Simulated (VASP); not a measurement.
Crystal: Al2Pt.

```
Al Pt
1.0
     4.24508    0.00000    0.00000
     0.00000    4.24508    0.00000
     0.00000    0.00000    5.72309
Al Pt
4 2
Direct
  0.50000 0.50000 0.00000
  0.00000 0.00000 0.50000
  0.50000 0.50000 0.50000
  0.00000 0.00000 0.00000
  0.50000 0.00000 0.69924
  0.00000 0.50000 0.30076
```

| Item | Value |
| --- | --- |
| Program | VASP 6.6.1 |
| Task | relaxation of cell and atoms |
| Functional | PBE |
| Potentials or basis | VASP PAW PBE potentials, release 64 (Al, Pt) |
| Cutoff | 600 eV |
| k mesh | 4 × 4 × 4 |
| Occupations | gaussian, width 0.1 eV |
| Spin | no spin polarisation |

At the start: pressure 7.2 GPa; volume 17.19 Å³/atom.

Question: Where does the relaxation end?

Answer: Over 10 steps the energy falls by 187.5 meV/atom and the volume is 17.52 Å³/atom (+1.9 %); space group I4/mmm (No. 139, to 0.05 Å).

The path:
| step | energy change (eV) | largest force (eV/Å) | pressure (GPa) | volume (Å³) |
| --- | --- | --- | --- | --- |
| 1 | 0.0000 | 3.7492 | 7.20 | 103.13 |
| 2 | -0.6744 | 1.0131 | -9.01 | 115.09 |
| 3 | -0.7097 | 1.4332 | -6.65 | 112.63 |
| 4 | -1.1152 | 0.1582 | -0.27 | 105.38 |
| 5 | -1.1173 | 0.0380 | 0.34 | 104.88 |
| 6 | -1.1231 | 0.0360 | -0.11 | 105.22 |
| 7 | -1.1237 | 0.0720 | -0.33 | 105.39 |
| 8 | -1.1244 | 0.0404 | 0.28 | 104.89 |
| 9 | -1.1245 | 0.0486 | 0.14 | 105.00 |
| 10 | -1.1247 | 0.0086 | 0.00 | 105.11 |

Final structure:
```
Al Pt
1.0
     4.25307    0.00000    0.00000
     0.00000    4.25307    0.00000
     0.00000    0.00000    5.81070
Al Pt
4 2
Direct
  0.50000 0.50000 0.00000
  0.00000 0.00000 0.50000
  0.50000 0.50000 0.50000
  0.00000 0.00000 0.00000
  0.50000 0.00000 0.75013
  0.00000 0.50000 0.24987
```

Caveat: the k points lie up to 0.37 Å⁻¹ apart in the final cell.
